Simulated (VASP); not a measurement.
# Zr8HN8 (a cell with a defect) in VASP: relaxation of the atoms with PBE

Aim: the relaxation of the atoms of Zr8HN8 (a cell with a defect) with PBE.

All numbers are computed with VASP 6.6.1; they aren't measurements. Logs are shortened: lines on timing, memory, paths and dates and some standing lists are left out, and cuts for length are marked.

## Step 1: The cell of the first run

The cell holds a defect, 17 atoms: a = 6.498 Å, b = 6.498 Å, c = 6.498 Å, α = 60.00°, β = 60.00°, γ = 60.00°.

## Step 2: Relaxation of the atoms, PBE (with an interstitial atom)

The input, INCAR:

```
SYSTEM = Zr8HN8
  PREC = Accurate
  ENCUT = 520
  EDIFF = 1E-6
  ISMEAR = 0
  SIGMA = 0.1
  LREAL = Auto
  LASPH = .TRUE.
  NELM = 100
  ALGO = Normal
  ISIF = 2
  LWAVE = .FALSE.
  LCHARG = .FALSE.
  GGA = PE
  IBRION = 2
  NSW = 80
  EDIFFG = -0.02
  KPAR = 4
```

The input, KPOINTS:

```
Automatic mesh
0
G
  4 4 4
  0 0 0
```

The input, POSCAR:

```
Zr8HN8
1.0
    4.5945978679      0.0000000000     -4.5945978679
    0.0000000000      4.5945978679     -4.5945978679
    4.5945978679      4.5945978679      0.0000000000
Zr N H
8 8 1
Direct
    0.2500000000      0.2500000000      0.7500000000
    0.2500000000      0.2500000000      0.2500000000
    0.2500000000      0.7500000000      0.7500000000
    0.2500000000      0.7500000000      0.2500000000
    0.7500000000      0.2500000000      0.7500000000
    0.7500000000      0.2500000000      0.2500000000
    0.7500000000      0.7500000000      0.7500000000
    0.7500000000      0.7500000000      0.2500000000
    0.0000000000      0.5000000000      0.5000000000
    0.0000000000      0.5000000000      0.0000000000
    0.0000000000      1.0000000000      0.5000000000
    0.0000000000      1.0000000000      0.0000000000
    0.5000000000      0.5000000000      0.5000000000
    0.5000000000      0.5000000000      0.0000000000
    0.5000000000      1.0000000000      0.5000000000
    0.5000000000      1.0000000000      0.0000000000
    0.8600139313      0.8751368957      0.3865785139
```

Potentials or basis: VASP PAW PBE potentials, release 64 (Zr_sv, N, H).

Run with:

```sh
$ cat potpaw_PBE.64/Zr_sv/POTCAR potpaw_PBE.64/N/POTCAR potpaw_PBE.64/H/POTCAR > POTCAR
$ mpirun -np 4 vasp_std > vasp.out
```

OUTCAR:

```text
SYSTEM = Zr8HN8
   PREC = Accurate
   ENCUT = 520
   EDIFF = 1E-6
   ISMEAR = 0
   LREAL = Auto
   LASPH = .TRUE.
   NELM = 100
   ISIF = 2
   GGA = PE
   IBRION = 2
   NSW = 80
   EDIFFG = -0.02

 ion  position               nearest neighbor table
   1  0.250  0.250  0.750-   9 2.30  10 2.30  12 2.30  13 2.30  15 2.30  16 2.30   2 3.25   3 3.25
                             5 3.25   2 3.25   4 3.25   6 3.25   3 3.25   4 3.25   7 3.25   5 3.25
   2  0.250  0.250  0.250-   9 2.30  10 2.30  11 2.30  14 2.30  15 2.30  16 2.30   1 3.25   4 3.25
                             6 3.25   1 3.25   3 3.25   5 3.25   3 3.25   4 3.25   8 3.25   5 3.25
   3  0.250  0.750  0.750-  10 2.30  11 2.30  12 2.30  13 2.30  14 2.30  15 2.30   1 3.25   4 3.25
                             7 3.25   2 3.25   4 3.25   8 3.25   1 3.25   2 3.25   5 3.25   5 3.25
   4  0.250  0.750  0.250-  17 2.07  11 2.30  12 2.30  13 2.30  14 2.30  16 2.30   9 2.30   3 3.25
                             8 3.25   2 3.25   1 3.25   3 3.25   7 3.25   1 3.25   2 3.25   6 3.25
   5  0.750  0.250  0.750-   9 2.30  11 2.30  12 2.30  13 2.30  14 2.30  16 2.30   1 3.25   6 3.25
                             7 3.25   2 3.25   6 3.25   8 3.25   3 3.25   7 3.25   8 3.25   1 3.25
   6  0.750  0.250  0.250-  17 1.99  11 2.30  12 2.30  13 2.30  14 2.30  15 2.30  10 2.30   5 3.25
                             8 3.25   2 3.25   1 3.25   5 3.25   7 3.25   4 3.25   7 3.25   8 3.25
   7  0.750  0.750  0.750-  17 1.93  10 2.30  11 2.30  14 2.30  15 2.30  16 2.30   9 2.30   5 3.25
                             8 3.25   3 3.25   4 3.25   6 3.25   8 3.25   1 3.25   5 3.25   6 3.25
   8  0.750  0.750  0.250-  17 1.97  10 2.30  12 2.30  13 2.30  15 2.30  16 2.30   9 2.30   6 3.25
                             7 3.25   4 3.25   3 3.25   5 3.25   7 3.25   2 3.25   5 3.25   6 3.25
   9  0.000  0.500  0.500-   1 2.30   2 2.30   4 2.30   5 2.30   7 2.30   8 2.30
  10  0.000  0.500  0.000-   1 2.30   2 2.30   3 2.30   6 2.30   7 2.30   8 2.30
  11  0.000  0.000  0.500-   2 2.30   3 2.30   4 2.30   5 2.30   6 2.30   7 2.30
  12  0.000  0.000  0.000-   1 2.30   3 2.30   4 2.30   5 2.30   6 2.30   8 2.30
  13  0.500  0.500  0.500-   1 2.30   3 2.30   4 2.30   5 2.30   6 2.30   8 2.30
  14  0.500  0.500  0.000-   2 2.30   3 2.30   4 2.30   5 2.30   6 2.30   7 2.30
  15  0.500  0.000  0.500-   1 2.30   2 2.30   3 2.30   6 2.30   7 2.30   8 2.30
  16  0.500  0.000  0.000-   1 2.30   2 2.30   4 2.30   5 2.30   7 2.30   8 2.30
  17  0.860  0.875  0.387-   7 1.93   8 1.97   6 1.99   4 2.07

  LATTYP: Found a face centered cubic cell.
 ALAT       =     9.1891957358

  Lattice vectors:

 A1 = (   4.5945978679,   0.0000000000,  -4.5945978679)
 A2 = (   0.0000000000,   4.5945978679,  -4.5945978679)
 A3 = (   4.5945978679,   4.5945978679,   0.0000000000)

Analysis of symmetry for initial positions (statically):
=====================================================================
 Subroutine PRICEL returns:
 Original cell was already a primitive cell.

 Routine SETGRP: Setting up the symmetry group for a
 face centered cubic supercell.

 Subroutine GETGRP returns: Found  1 space group operations
 (whereof  1 operations were pure point group operations)
 out of a pool of 48 trial point group operations.

The static configuration has the point symmetry C_1 .

Analysis of symmetry for dynamics (positions and initial velocities):
=====================================================================
 Subroutine PRICEL returns:
 Original cell was already a primitive cell.

 Routine SETGRP: Setting up the symmetry group for a
 face centered cubic supercell.

 Subroutine GETGRP returns: Found  1 space group operations
 (whereof  1 operations were pure point group operations)
 out of a pool of 48 trial point group operations.

The dynamic configuration has the point symmetry C_1 .

 Subroutine INISYM returns: Found  1 space group operations
 (whereof  1 operations are pure point group operations),
 and found     1 'primitive' translations

----------------------------------------------------------------------------------------

                                     Primitive cell

  volume of cell :     193.9870

  direct lattice vectors                    reciprocal lattice vectors
     4.594597868  0.000000000 -4.594597868     0.108823452 -0.108823452 -0.108823452
     0.000000000  4.594597868 -4.594597868    -0.108823452  0.108823452 -0.108823452
     4.594597868  4.594597868  0.000000000     0.108823452  0.108823452  0.108823452

  length of vectors
     6.497742618  6.497742618  6.497742618     0.188487748  0.188487748  0.188487748

[... 70 lines left out ...]
  0.000000  0.000000  0.250000      2.000000
  0.250000  0.250000  0.250000      2.000000
  0.500000  0.000000  0.000000      1.000000
[... 16 lines left out ...]
  0.250000  0.500000  0.500000      2.000000
  0.500000  0.000000  0.250000      2.000000
 [... further k-points ...]
   k-points           NKPTS =     36   k-points in BZ     NKDIM =     36   number of bands    NBANDS=     82
   number of dos      NEDOS =    301   number of ions     NIONS =     17
   total plane-waves  NPLWV = 110592
   dimension x,y,z NGX =    48 NGY =   48 NGZ =   48
   dimension x,y,z NGXF=    96 NGYF=   96 NGZF=   96
   ions per type =               8   8   1
   NGX,Y,Z   is equivalent  to a cutoff of  12.28, 12.28, 12.28 a.u.
   NGXF,Y,Z  is equivalent  to a cutoff of  24.56, 24.56, 24.56 a.u.
 SYSTEM =  Zr8HN8
   PREC   = accura    normal or accurate (medium, high low for compatibility)
   ISTART =      0    job   : 0-new  1-cont  2-samecut
   ICHARG =      2    charge: 1-file 2-atom 10-const
   ISPIN  =      1    spin polarized calculation?
   LNONCOLLINEAR =      F non collinear calculations
   LSORBIT =      F    spin-orbit coupling
   LASPH  =      T    aspherical Exc in radial PAW
   ENCUT  =  520.0 eV  38.22 Ry    6.18 a.u.  12.08 12.08 12.08*2*pi/ulx,y,z
   NELM   =    100;   NELMIN=  2; NELMDL= -5     # of ELM steps
   EDIFF  = 0.1E-05   stopping-criterion for ELM
   LREAL  =      T    real-space projection
   EDIFFG = -.2E-01   stopping-criterion for IOM
   NSW    =     80    number of steps for IOM
   IBRION =      2    ionic relax: 0-MD 1-quasi-New 2-CG
   NFREE  =      1    steps in history (QN), initial steepest desc. (CG)
   ISIF   =      2    stress and relaxation
   ISYM   =      2    0-nonsym 1-usesym 2-fastsym
   POTIM  = 0.5000    time-step for ionic-motion
   TEBEG  =    0.0;   TEEND  =   0.0 temperature during run
   PSTRESS=    0.0 pullay stress
   NELECT =     137.0000    total number of electrons
   NUPDOWN=      -1.0000    fix difference up-down
   EMIN   =  10.00;   EMAX   =-10.00  energy-range for DOS
   EFERMI =   0.00;   METHOD = LEGACY
   ISMEAR =     0;   SIGMA  =   0.10  broadening in eV -4-tet -1-fermi 0-gaus
   EFERMI_NEDOS =   21; number of points for ismear=-14 and -15
   IALGO  =     38    algorithm
   IMIX   =      4    mixing-type and parameters
     AMIX     =   0.40;   BMIX     =  1.00
     AMIX_MAG =   1.60;   BMIX_MAG =  1.00
  volume/ion in A,a.u.               =      11.41        77.01
  Fermi-wavevector in a.u.,A,eV,Ry     =   1.457888  2.755009 28.918334  2.125438
  Thomas-Fermi vector in A             =   2.574637
   LORBIT       =      0    0 simple, 1 ext, 2 COOP (PROOUT), +10 PAW based schemes
   GGA     = PE    functional components
   LHFCALC =     F    Hartree Fock is set to
   AEXX    =    0.0000 exact exchange contribution
   IVDW    =     0    specifies the selected vdW correction
   LEPSILON=     F    determine dielectric tensor
   LRPA    =     F    only Hartree local field effects (RPA)
 conjugate gradient relaxation of ions
 non-spin polarized calculation
 Gauss-broadening in eV      SIGMA  =   0.10
  energy-cutoff  :      520.00
  volume of cell :      193.99
 maximum number of plane-waves:      5238
   NGX = 25   NGY = 25   NGZ = 25

--------------------------------------- Ionic step        1  -------------------------------------------

 number of electron     136.9999986 magnetization

 Free energy of the ion-electron system (eV)
  ---------------------------------------------------
  ext. energy  EPLUGINS =         0.00000000
  ---------------------------------------------------
  free energy    TOTEN  =      -164.25712905 eV

  energy without entropy =     -164.20519138  energy(sigma->0) =     -164.23116022

------------------------ aborting loop because EDIFF is reached ----------------------------------------

  FORCE on cell =-STRESS in cart. coord.  units (eV):
  Direction    XX          YY          ZZ          XY          YZ          ZX
  --------------------------------------------------------------------------------------
  -------------------------------------------------------------------------------------
  Total        4.4633550      4.4365800      4.4189800     -0.1839932      0.0820190     -0.1481502
  in kB       36.8637485     36.6426089     36.4972469     -1.5196371      0.6774114     -1.2236025
  external PRESSURE =      36.6678681 kB  Pullay stress =       0.0000000 kB
[... 134 lines left out ...]
  FREE ENERGIE OF THE ION-ELECTRON SYSTEM (eV)
  ---------------------------------------------------
  free  energy   TOTEN  =      -164.6694490827 eV

  energy  without entropy=     -164.6396684441  energy(sigma->0) =     -164.65455876

[... ionic steps 4 to 7 ...]

--------------------------------------- Ionic step        8  -------------------------------------------

 number of electron     137.0000000 magnetization

------------------------ aborting loop because EDIFF is reached ----------------------------------------
[... 97 lines left out ...]
--------------------------------------- Ionic step       10  -------------------------------------------

 number of electron     136.9999999 magnetization

 Free energy of the ion-electron system (eV)
  ---------------------------------------------------
  ext. energy  EPLUGINS =         0.00000000
  ---------------------------------------------------
  free energy    TOTEN  =      -164.69108722 eV

  energy without entropy =     -164.65337946  energy(sigma->0) =     -164.67223334

 E-fermi :  11.9713     XC(G=0): -12.5223

 val. band max:       11.9452876103   @ k =   0.2500   0.2500   0.5000
 cond. band min:      12.0596070010   @ k =   0.2500   0.5000   0.0000
 fundamental gap:      0.1143193907
 Fermi energy:        11.9712752805

 k-point     1 :       0.0000    0.0000    0.0000
  band No.  band energies     occupation
      1     -37.6675      2.00000
      2     -37.5288      2.00000
      3     -37.5287      2.00000
      4     -37.5286      2.00000
      5     -37.5285      2.00000
      6     -37.4810      2.00000
[... 1981 lines left out ...]
     79      14.6214      0.00000
     80      14.7316      0.00000

 [... further k-points ...]

 [bands above 80 left out]

------------------------ aborting loop because EDIFF is reached ----------------------------------------

  FORCE on cell =-STRESS in cart. coord.  units (eV):
  Direction    XX          YY          ZZ          XY          YZ          ZX
  --------------------------------------------------------------------------------------
  -------------------------------------------------------------------------------------
  Total        4.9929598      4.9925832      4.9932680      0.0005983      0.0008289      0.0006047
  in kB       41.2378618     41.2347515     41.2404067      0.0049417      0.0068459      0.0049944
  external PRESSURE =      41.2376733 kB  Pullay stress =       0.0000000 kB
[... 32 lines left out ...]
  FREE ENERGIE OF THE ION-ELECTRON SYSTEM (eV)
  ---------------------------------------------------
  free  energy   TOTEN  =      -164.6910872174 eV

  energy  without entropy=     -164.6533794627  energy(sigma->0) =     -164.67223334

 reached required accuracy - stopping structural energy minimisation
```

Run time: 15 min. Hardware: 4 MPI ranks of Intel Xeon 6975P-C (Granite Rapids), shared host; peak memory 0.57 GiB.

Results:

| Quantity | Value |
| --- | --- |
| Free energy | -164.6911 eV |
| Energy gained by relaxing | 25.5 meV/atom |
| Ionic steps | 10 |
| Pressure after relaxing | 4.1 GPa |
| Largest force after relaxing | 0.010 eV/Å |
| Band gap on the k mesh | zero (an odd number of electrons rules out a gap without spin polarisation) |

Forces in eV/Å, atoms in the order of the input:
```
Zr   0.000  0.002  0.001
Zr  -0.003  0.000  0.000
Zr   0.000  0.000  0.003
Zr   0.000 -0.002 -0.002
Zr  -0.003  0.004  0.004
Zr   0.000 -0.001 -0.003
Zr   0.002  0.000 -0.001
Zr   0.000 -0.003 -0.001
N    0.001 -0.002  0.003
N    0.005 -0.005 -0.006
N    0.000  0.002 -0.001
N   -0.001  0.001  0.001
N    0.002  0.001  0.001
N   -0.002 -0.003  0.002
N   -0.003  0.002  0.002
N   -0.003  0.003 -0.004
H    0.002  0.001  0.001
```

Step by step:
| step | energy change (eV) | largest force (eV/Å) | pressure (GPa) |
| --- | --- | --- | --- |
| 1 | 0.0000 | 1.9744 | 3.67 |
| 2 | -0.3871 | 0.4982 | 3.94 |
| 3 | -0.4123 | 0.3315 | 4.23 |
| 4 | -0.4278 | 0.1754 | 4.13 |
| 5 | -0.4283 | 0.1652 | 4.12 |
| 6 | -0.4313 | 0.1179 | 4.13 |
| 7 | -0.4325 | 0.0645 | 4.15 |
| 8 | -0.4334 | 0.0367 | 4.13 |
| 9 | -0.4336 | 0.0334 | 4.10 |
| 10 | -0.4340 | 0.0095 | 4.12 |

Final structure:
```
CELL_PARAMETERS angstrom
4.59460 0.00000 -4.59460
0.00000 4.59460 -4.59460
4.59460 4.59460 0.00000
ATOMIC_POSITIONS crystal
Zr 0.24886 0.24967 0.75034
Zr 0.24885 0.24967 0.25163
Zr 0.24886 0.75095 0.75034
Zr 0.24474 0.75144 0.25218
Zr 0.75022 0.24964 0.75032
Zr 0.75049 0.24571 0.25215
Zr 0.75050 0.75146 0.74638
Zr 0.75049 0.75146 0.25215
N 0.00626 0.47866 0.50780
N 0.99686 0.50076 0.00143
N 0.00628 0.00709 0.50781
N 0.00632 0.00713 0.97924
N 0.49981 0.50071 0.49859
N 0.49983 0.50074 0.00140
N 0.47774 0.00711 0.50784
N 0.49983 0.99783 0.00141
H 0.87409 0.87512 0.37555
```

Caveat: the cell differs from its parent crystal (with an interstitial atom); an odd number of electrons without spin polarisation forces a metal; a magnetic or distorted state may lie lower.

The gap in the log of VASP goes by the Fermi energy; the results here count the filled bands.